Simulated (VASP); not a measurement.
Wanted: the native input for a VASP 6.6.1 run.

```yaml
Task: single point
Functional: PBEsol
Potentials_or_basis: VASP PAW PBE potentials, release 64 (Ta_pv, C)
Cutoff: 520 eV
k_mesh: 4 × 4 × 2
Occupations: fermi-dirac, width 0.01 eV
Spin: no spin polarisation
Dipole_correction: no
Further_INCAR_settings: ALGO = Normal; EDIFF = 1e-06; NBANDS = 20
```

The structure of Ta2C lies in POSCAR:

```
Ta2C
1.0
    3.0859925494      0.0000000000      0.0000000000
   -1.5429962747      2.6725479437      0.0000000000
    0.0000000000      0.0000000000      4.9339519902
Ta C
2 1
Direct
    0.3333333333      0.6666666667      0.2536502082
    0.6666666667      0.3333333333      0.7463497918
    0.0000000000      0.0000000000      0.0000000000
```

One way to write it, as run:

INCAR

```
SYSTEM = Ta2C
  PREC = Accurate
  ENCUT = 520
  EDIFF = 1E-6
  ISMEAR = -1
  SIGMA = 0.01
  LREAL = .False.
  LASPH = .True.
  NELM = 100
  ALGO = Normal
  ISIF = 2
  LWAVE = .False.
  LCHARG = .False.
  GGA = PS
  NBANDS = 20
```

KPOINTS

```
Automatic mesh
0
Gamma
  4 4 2
  0 0 0
```

Potentials or basis: VASP PAW PBE potentials, release 64 (Ta_pv, C).

Command:

```console
$ cat potpaw_PBE.64/Ta_pv/POTCAR potpaw_PBE.64/C/POTCAR > POTCAR
$ mpirun -np 1 vasp_std > vasp.out
```

Results of the run:

| Property | Result |
| --- | --- |
| Pressure | 0.5 GPa |
| Largest force | 0.047 eV/Å |
| Band gap on the k mesh | zero (band 13 reaches 7.02 eV, above the bottom of band 14 at 6.25 eV) |

Caveat: the k points lie up to 0.64 Å⁻¹ apart; the PAW data sets were made with another functional, which shifts forces and pressure a little; spin-orbit coupling is left out, which moves the levels of the heavy elements.

It took 4.8 s on 1 thread of Intel(R) Xeon(R) Platinum 8488C (Sapphire Rapids), with other jobs on the host, peak memory 0.15 GiB.
